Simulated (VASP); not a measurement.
Input of a VASP 6.6.1 run:

Contents of INCAR:

```
SYSTEM = Li
ALGO = Fast
EDIFF = 1E-6
ENCUT = 520
GGA = PS
ISIF = 2
ISMEAR = 0
LASPH = .True.
LCHARG = .True.
LELF = .True.
LREAL = .False.
LVHAR = .True.
LWAVE = .False.
NBANDS = 10
NELM = 100
PREC = Accurate
SIGMA = 0.15
```

File KPOINTS:

```
k-points
0
Gamma
  18 18 10
  0 0 0
```

POSCAR

```
Li
1.0
    3.1110021516      0.0000000000      0.0000000000
   -1.5555010758      2.6942068945      0.0000000000
    0.0000000000      0.0000000000      5.0930000000
Li
2
Direct
    0.3333333333      0.6666666667      0.2500000000
    0.6666666667      0.3333333333      0.7500000000
```

Potentials or basis: VASP PAW PBE potentials, release 64 (Li_sv).

Run with:

```console
$ cat potpaw_PBE.64/Li_sv/POTCAR > POTCAR
$ mpirun -np 1 vasp_std > vasp.out
```

(1) Predict the band gap on the k mesh.

Answers

(1) zero (band 3 reaches 2.60 eV, above the bottom of band 4 at -1.91 eV).
